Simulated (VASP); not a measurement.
WS:

```
W S
1.0
     3.22281    0.00000    0.00000
    -1.61141    2.79104    0.00000
     0.00000    0.00000    6.30911
W S
2 2
Cartesian
  0.0000 0.0000 0.0000
  0.0000 0.0000 3.1546
  0.0000 1.8607 1.5773
  1.6114 0.9303 4.7318
```

```yaml
Program: VASP 6.6.1
Task: relaxation of cell and atoms
Functional: PBEsol
Potentials_or_basis: VASP PAW PBE potentials, release 64 (W_sv, S)
Cutoff: 600 eV
k_mesh: 18 × 18 × 8
Occupations: gaussian, width 0.1 eV
Spin: no spin polarisation
```

At the start: pressure 0.7 GPa; volume 14.19 Å³/atom.

Task: Where does the relaxation end?

Result: Over 9 steps the energy falls by 15.4 meV/atom and the volume is 14.11 Å³/atom (-0.5 %); space group P6_3/mmc (No. 194, to 0.1 Å) before and after.

Step by step:
```csv
step,energy change (eV),largest force (eV/Å),pressure (GPa),volume (Å³)
1,0.0000,0.0000,0.74,56.75
2,-0.0313,0.0000,-2.29,57.28
3,-0.0339,0.0000,-3.22,57.45
4,-0.0508,0.0000,0.46,56.50
5,-0.0516,0.0000,1.51,56.25
6,-0.0582,0.0000,1.34,56.21
7,-0.0606,0.0000,1.25,56.17
8,-0.0606,0.0000,-1.25,56.74
9,-0.0617,0.0000,0.02,56.45
```

Final structure:
```
CELL_PARAMETERS angstrom
3.11782 0.00000 0.00000
-1.55891 2.70011 0.00000
0.00000 0.00000 6.70588
ATOMIC_POSITIONS crystal
W 0.00000 0.00000 0.00000
W 0.00000 0.00000 0.50000
S 0.33333 0.66667 0.25000
S 0.66667 0.33333 0.75000
```

Caveat: the PAW data sets were made with another functional, which shifts forces and pressure a little.
